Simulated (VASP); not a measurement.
Input of a VASP 6.6.1 run:

File INCAR:

```
SYSTEM = SnTe3
ALGO     = Normal         ! electronic algorithm
EDIFF    = 1E-6           ! SCF threshold, eV
ENCUT    = 520            ! plane-wave cutoff, eV
GGA      = PE             ! functional
ISIF     = 2              ! what is computed and relaxed
ISMEAR   = 0              ! smearing method
LASPH    = .TRUE.         ! aspherical terms in the spheres
LCHARG   = .TRUE.         ! write CHGCAR
LELF     = .TRUE.         ! ELF
LREAL    = .FALSE.        ! projectors in reciprocal space
LVHAR    = .TRUE.       
LWAVE    = .FALSE.        ! write WAVECAR
NBANDS   = 42             ! bands
NELM     = 80             ! most SCF steps
PREC     = Accurate       ! precision mode
SIGMA    = 0.2            ! smearing width, eV
```

File KPOINTS:

```
k-points
0
G
  3 3 3
  0 0 0
```

Contents of POSCAR:

```
SnTe3
1.0
    8.1620153365      0.0000000000      0.0000000000
   -4.0810076683      7.0685126275      0.0000000000
    0.0000000000      0.0000000000      4.3438845942
Sn Te
2 6
Direct
    0.3333333333      0.6666666667      0.7500000000
    0.6666666667      0.3333333333      0.2500000000
    0.1707868665      0.3415737330      0.2500000000
    0.6584262670      0.8292131335      0.2500000000
    0.1707868665      0.8292131335      0.2500000000
    0.8292131335      0.6584262670      0.7500000000
    0.3415737330      0.1707868665      0.7500000000
    0.8292131335      0.1707868665      0.7500000000
```

Potentials or basis: VASP PAW PBE potentials, release 64 (Sn_d, Te).

Launch:

```bash
$ cat potpaw_PBE.64/Sn_d/POTCAR potpaw_PBE.64/Te/POTCAR > POTCAR
$ mpirun -np 1 vasp_std > vasp.out
```

Problem. Predict the pressure.

Solution. -0.1 GPa.

Problem. Estimate the largest force.

Solution. 0.056 eV/Å.

Problem. Predict the band gap on the k mesh.

Solution. Zero (bands 32 and 33 overlap by 0.11 eV).

Stress tensor (GPa, compression positive):
```
-0.06  0.00  0.00
 0.00 -0.06  0.00
 0.00  0.00 -0.28
```

Caveat: the k points lie up to 0.48 Å⁻¹ apart; semilocal functionals underestimate gaps, and a narrow one can read as zero; spin-orbit coupling is left out, which moves the levels of the heavy elements.
